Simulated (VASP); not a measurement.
Here is a VASP 6.6.1 calculation.

INCAR

```
PREC = Accurate
ENCUT = 600
EDIFF = 1E-6
ISMEAR = 0
SIGMA = 0.1
LREAL = False
LASPH = True
NELM = 60
ALGO = Normal
ISIF = 3
LWAVE = False
LCHARG = False
GGA = PE
IBRION = 2
NSW = 100
EDIFFG = -0.01
```

File KPOINTS:

```
regular mesh
0
Gamma
  16 16 16
```

The input POSCAR:

```
BO
1.0
    0.0000000000      2.4701592035      2.4701592035
    2.4701592035      0.0000000000      2.4701592035
    2.4701592035      2.4701592035      0.0000000000
B O
2 2
Direct
    0.5000000000      0.5000000000      0.5000000000
    0.7500000000      0.7500000000      0.7500000000
    0.0000000000      0.0000000000      0.0000000000
    0.2500000000      0.2500000000      0.2500000000
```

Potentials or basis: VASP PAW PBE potentials, release 64 (B, O).

The run is started by

```sh
$ cat potpaw_PBE.64/B/POTCAR potpaw_PBE.64/O/POTCAR > POTCAR
$ mpirun -np 1 vasp_std > vasp.out
```

Problem. Estimate the relaxed volume.

Solution. 7.48 Å³/atom.

Problem. Predict the space group after relaxing (to 0.1 Å).

Solution. Fd-3m (No. 227).

Problem. What does it give for the band gap on the k mesh?

Solution. Zero (bands 9 and 10 overlap by 1.69 eV).

Step by step:
| step | energy change (eV) | largest force (eV/Å) | pressure (GPa) | volume (Å³) |
| --- | --- | --- | --- | --- |
| 1 | 0.0000 | 0.0000 | -1.15 | 30.14 |
| 2 | -0.0008 | 0.0000 | 0.09 | 29.91 |
